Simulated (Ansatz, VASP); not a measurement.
**C in VASP and in Ansatz**

```xyz
2
Lattice="0.0000 1.7789 1.7789 1.7789 0.0000 1.7789 1.7789 1.7789 0.0000" Properties=species:S:1:pos:R:3 pbc="T T T"
C     0.0000    0.0000    0.0000
C     0.8895    0.8895    0.8895
```

Alike in both runs: functional r2SCAN; dispersion rVV10; k mesh 10 × 10 × 10; no spin polarisation.

Ansatz relaxed the structure, and its values are those at the end. VASP's run is a single point on that final structure, the one shown.

|  | VASP | Ansatz |
| --- | --- | --- |
| version | VASP 6.6.1 | Ansatz 0.2.0 |
| potentials or method | VASP PAW PBE potentials, release 64 (C) | plane waves, PAW |
| plane-wave cutoff (eV) | 520 | 500 |
| occupations | gaussian, width 0.01 eV | fixed |
| valence electrons in the cell | 8 | 8 |

Ansatz gave:

| Item | Value |
| --- | --- |
| pressure (GPa) | 0.0 |

Task: Which values does VASP return?

Result: Pressure (GPa): 1.2.

VASP's potentials were made for PBE, not for r2SCAN. Ansatz's warnings: stress scf threshold loose.
